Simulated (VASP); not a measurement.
# MgO (I4/mmm) in VASP: notebook, part 2 of 2

VASP 6.6.1. Earlier steps stand in the parts before.

### Step 5. Single point, r2SCAN (in-plane strain +0.005, then relaxed in part)

Input file POSCAR:

```
MgO
1.0
    2.1126783538      2.1126783538      0.0000000000
   -2.1126783538      2.1126783538      0.0000000000
    0.0000000000      2.1126783538      2.0958610137
Mg O
1 1
Direct
    0.0000000000      0.0000000000      0.0000000000
    0.5000000000      0.5000000000      0.0000000000
```

Input file INCAR.step1:

```
PREC = Accurate
ENCUT = 520
ISMEAR = 0
SIGMA = 0.01
LREAL = F
LASPH = T
NELM = 60
NBANDS = 11
GGA = PE
ALGO = Normal
EDIFF = 1E-4
LWAVE = T
LCHARG = F
```

Input file INCAR.step2:

```
PREC = Accurate
ENCUT = 520
EDIFF = 1E-6
ISMEAR = 0
SIGMA = 0.01
LREAL = F
LASPH = T
NELM = 60
ALGO = Normal
ISIF = 2
LWAVE = F
LCHARG = F
METAGGA = R2SCAN
LMIXTAU = T
NBANDS = 11
ISTART = 1
```

Input file KPOINTS:

```
Automatic mesh
0
Gamma
  10 10 10
```

Started as:

```bash
> cat potpaw_PBE.64/Mg/POTCAR potpaw_PBE.64/O/POTCAR > POTCAR
> cp INCAR.step1 INCAR
> mpirun -np 1 vasp_std > vasp.out
> cp INCAR.step2 INCAR
> mpirun -np 1 vasp_std > vasp.out
```

Wall time 99 s (1 thread of Intel Xeon 8259CL, shared host); peak memory 0.16 GiB.

It converged, with:

| Item | Value |
| --- | --- |
| Free energy | -16.1594 eV |
| Pressure | -2.3 GPa |
| Band gap on the k mesh | 5.58 eV |

Stress tensor (GPa, compression positive):
```
-2.82  0.00  0.00
 0.00 -2.82  0.00
 0.00  0.00 -1.14
```

Levels at points of the mesh, in eV from the valence-band top:
| k point | band 2 | band 3 | band 4 | band 5 | band 6 | band 7 |
| --- | --- | --- | --- | --- | --- | --- |
| (0.00, 0.00, 0.00) | -0.02 | 0.00 | 0.00 | 5.58 | 16.79 | 16.79 |
| (0.50, 0.00, 0.00) | -4.61 | -0.69 | -0.67 | 8.78 | 13.78 | 17.31 |
| (0.50, 0.50, 0.00) | -4.11 | -1.39 | -1.34 | 10.05 | 11.04 | 14.23 |
| (0.00, 0.00, 0.50) | -4.08 | -1.40 | -1.40 | 9.97 | 11.03 | 14.34 |

Caveat: the cell differs from its parent crystal (in-plane strain +0.005, then relaxed in part); the PAW data sets were made with another functional, which shifts forces and pressure a little.

### Step 6. Single point, r2SCAN (in-plane strain +0.01, then relaxed in part)

Input file POSCAR:

```
MgO
1.0
    2.1231891914      2.1231891914      0.0000000000
   -2.1231891914      2.1231891914      0.0000000000
    0.0000000000      2.1231891914      2.0895545111
Mg O
1 1
Direct
    0.0000000000      0.0000000000      0.0000000000
    0.5000000000      0.5000000000      0.0000000000
```

Input file INCAR.step1:

```
SYSTEM = MgO
ALGO = Normal
EDIFF = 1E-4
ENCUT = 520
GGA = PE
ISMEAR = 0
LASPH = .True.
LCHARG = .False.
LREAL = .False.
LWAVE = .True.
NBANDS = 11
NELM = 100
PREC = Accurate
SIGMA = 0.01
```

Input file INCAR.step2:

```
SYSTEM = MgO
ALGO = Normal
EDIFF = 1E-7
ENCUT = 520
ISIF = 2
ISMEAR = 0
ISTART = 1
LASPH = .True.
LCHARG = .False.
LMIXTAU = .True.
LREAL = .False.
LWAVE = .False.
METAGGA = R2SCAN
NBANDS = 11
NELM = 100
PREC = Accurate
SIGMA = 0.01
```

Input file KPOINTS:

```
k-points
0
Gamma
  10 10 10
  0 0 0
```

Potentials or basis: VASP PAW PBE potentials, release 64 (Mg, O).

Started as:

```bash
> cat potpaw_PBE.64/Mg/POTCAR potpaw_PBE.64/O/POTCAR > POTCAR
> cp INCAR.step1 INCAR
> mpirun -np 1 vasp_std > vasp.out
> cp INCAR.step2 INCAR
> mpirun -np 1 vasp_std > vasp.out
```

OUTCAR:

```text
SYSTEM = MgO
   EDIFF = 1E-7
   ENCUT = 520
   ISIF = 2
   ISMEAR = 0
   ISTART = 1
   LASPH = .True.
   LREAL = .False.
   METAGGA = R2SCAN
   NELM = 100
   PREC = Accurate

 ion  position               nearest neighbor table
   1  0.000  0.000  0.000-   2 2.09   2 2.09   2 2.12   2 2.12   2 2.12   2 2.12
   2  0.500  0.500  0.000-   1 2.09   1 2.09   1 2.12   1 2.12   1 2.12   1 2.12

  LATTYP: Found a body centered tetragonal cell.
 ALAT       =     3.0026429500
 C/A-ratio  =     1.3918101792

  Lattice vectors:

 A1 = (   2.1231891914,   0.0000000000,  -2.0895545111)
 A2 = (  -2.1231891914,   0.0000000000,  -2.0895545111)
 A3 = (   0.0000000000,   2.1231891914,   2.0895545111)

Analysis of symmetry for initial positions (statically):
=====================================================================
 Subroutine PRICEL returns:
 Original cell was already a primitive cell.

 Routine SETGRP: Setting up the symmetry group for a
 body centered tetragonal supercell.

 Subroutine GETGRP returns: Found 16 space group operations
 (whereof 16 operations were pure point group operations)
 out of a pool of 16 trial point group operations.

The static configuration has the point symmetry D_4h.

[... 166 lines left out ...]
 Fermi energy:         2.8711360520

 k-point     1 :       0.0000    0.0000    0.0000
  band No.  band energies     occupation
      1     -15.4442      2.00000
      2       2.6893      2.00000
      3       2.7264      2.00000
      4       2.7264      2.00000
      5       8.2322      0.00000
      6      19.4451      0.00000
      7      19.4451      0.00000
      8      19.6141      0.00000
      9      23.6233      0.00000
     10      25.1107      0.00000
     11      25.6533      0.00000
[... 309 lines left out ...]
 k-point    24 :       0.4000    0.3000   -0.0000
  band No.  band energies     occupation
      1     -13.9971      2.00000
      2      -0.8175      2.00000
      3       0.0618      2.00000
      4       1.6758      2.00000
      5      13.8064      0.00000
      6      15.8290      0.00000
      7      16.3561      0.00000
      8      21.7366      0.00000
      9      22.5236      0.00000
     10      27.9801      0.00000
     11      31.4080      0.00000

 [... further k-points ...]
[... 5 lines left out ...]
  --------------------------------------------------------------------------------------
  -------------------------------------------------------------------------------------
  Total       -0.5152901     -0.5152901     -0.1309109      0.0000000      0.0000000      0.0000000
  in kB      -43.8229169    -43.8229169    -11.1333324      0.0000000      0.0000000      0.0000000
  external PRESSURE =     -32.9263887 kB  Pullay stress =       0.0000000 kB

 VOLUME and BASIS-vectors are now :
 -----------------------------------------------------------------------------
  energy-cutoff  :      520.00
  volume of cell :       18.84
      direct lattice vectors                 reciprocal lattice vectors
     2.123189191  2.123189191  0.000000000     0.235494793  0.235494793 -0.239285454
    -2.123189191  2.123189191  0.000000000    -0.235494793  0.235494793 -0.239285454
     0.000000000  2.123189191  2.089554511     0.000000000  0.000000000  0.478570908

 POSITION                                       TOTAL-FORCE (eV/Angst)
 -----------------------------------------------------------------------------------
      0.00000      0.00000      0.00000        -0.000000      0.000000      0.000000
      0.00000      2.12319      0.00000         0.000000     -0.000000      0.000000
 -----------------------------------------------------------------------------------
    total drift:                                0.000000     -0.000000     -0.000000

  FREE ENERGIE OF THE ION-ELECTRON SYSTEM (eV)
  ---------------------------------------------------
  free  energy   TOTEN  =       -16.1557795355 eV

  energy  without entropy=      -16.1557795355  energy(sigma->0) =      -16.15577954
```

OUTCAR.step1:

```text
SYSTEM = MgO
   EDIFF = 1E-4
   ENCUT = 520
   GGA = PE
   ISMEAR = 0
   LASPH = .True.
   LREAL = .False.
[... 558 lines left out ...]
      0.00000      0.00000      0.00000         0.000000     -0.000000      0.000000
      0.00000      2.12319      0.00000        -0.000000      0.000000      0.000000
 -----------------------------------------------------------------------------------
    total drift:                                0.000000     -0.000000     -0.000000

  FREE ENERGIE OF THE ION-ELECTRON SYSTEM (eV)
  ---------------------------------------------------
  free  energy   TOTEN  =       -11.9068916783 eV

  energy  without entropy=      -11.9068916783  energy(sigma->0) =      -11.90689168
```

OSZICAR.step1:

```text
N       E                     dE             d eps       ncg     rms          rms(c)
DAV:   1     0.124146503154E+02    0.12415E+02   -0.46058E+03  2636   0.641E+02
DAV:   2    -0.129673041587E+02   -0.25382E+02   -0.24798E+02  2590   0.133E+02
DAV:   3    -0.134661064021E+02   -0.49880E+00   -0.49857E+00  2681   0.162E+01
DAV:   4    -0.134673549015E+02   -0.12485E-02   -0.12485E-02  2463   0.913E-01
DAV:   5    -0.134673591596E+02   -0.42581E-05   -0.42581E-05  2608   0.517E-02    0.721E+00
DAV:   6    -0.119244704641E+02    0.15429E+01   -0.88513E+00  2352   0.163E+01    0.223E+00
DAV:   7    -0.119126398318E+02    0.11831E-01   -0.56877E-02  2481   0.211E+00    0.134E+00
DAV:   8    -0.119072898827E+02    0.53499E-02   -0.28346E-02  2379   0.189E+00    0.241E-01
DAV:   9    -0.119068984882E+02    0.39139E-03   -0.60450E-04  2553   0.171E-01    0.135E-01
DAV:  10    -0.119068916783E+02    0.68099E-05   -0.52105E-04  2400   0.168E-01
   1 F= -.11906892E+02 E0= -.11906892E+02  d E =-.241042E-73
```

It took 76 s on 1 thread of Intel Xeon 8259CL, shared host; peak memory 0.16 GiB.

Results:

```yaml
Free_energy: -16.1558 eV
Pressure: -3.3 GPa
Band_gap_on_the_k_mesh: 5.51 eV
```

Stress tensor (GPa, compression positive):
```
-4.38  0.00  0.00
 0.00 -4.38  0.00
 0.00  0.00 -1.11
```

Caveat: the cell differs from its parent crystal (in-plane strain +0.01, then relaxed in part); the cell stands under tension; the PAW data sets were made with another functional, which shifts forces and pressure a little.

### Step 7. Overview

```csv
cell,gap on the mesh (eV),pressure (GPa)
"a = 2.943, b = 2.943, c = 2.967 Å, angles 60.3, 60.3, 90.0°, 2 atoms",5.78,1.4
"a = 2.943, b = 2.943, c = 2.968 Å, angles 60.3, 60.3, 90.0°, 2 atoms",5.78,1.3
"a = 2.958, b = 2.958, c = 2.970 Å, angles 60.1, 60.1, 90.0°, 2 atoms",5.72,0.1
"a = 2.988, b = 2.988, c = 2.976 Å, angles 59.9, 59.9, 90.0°, 2 atoms",5.58,-2.3
"a = 3.003, b = 3.003, c = 2.979 Å, angles 59.7, 59.7, 90.0°, 2 atoms",5.51,-3.3
```

Alike in all rows: task single point; level r2SCAN; potentials or basis VASP PAW PBE potentials, release 64 (Mg, O); no spin polarisation; k mesh 10 × 10 × 10; cutoff (eV) 520; smearing gaussian 0.01 eV.

Caveats: the PAW data sets were made with another functional, which shifts forces and pressure a little; the cell stands under tension (at least some runs).

Absolute energies hang on the potentials; compare differences alone.
